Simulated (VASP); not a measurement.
Here is a VASP 6.6.1 calculation.

INCAR

```
ALGO = Normal ; EDIFF = 1E-6
ENCUT = 520 ; GGA = PE
ISIF = 2 ; ISMEAR = 1
LASPH = True ; LCHARG = False
LREAL = False ; LWAVE = False
NBANDS = 12 ; NELM = 80
PREC = Accurate ; SIGMA = 0.03
```

Contents of KPOINTS:

```
k-points
0
Gamma
  13 13 13
```

Contents of POSCAR:

```
Au
1.0
    0.0000000000      2.0782552709      2.0782552709
    2.0782552709      0.0000000000      2.0782552709
    2.0782552709      2.0782552709      0.0000000000
Au
1
Direct
    0.0000000000      0.0000000000      0.0000000000
```

Potentials or basis: VASP PAW PBE potentials, release 64 (Au).

Launch:

```sh
$ cat potpaw_PBE.64/Au/POTCAR > POTCAR
$ mpirun -np 1 vasp_std > vasp.out
```

Question: Estimate the pressure.

Answer: -0.4 GPa.
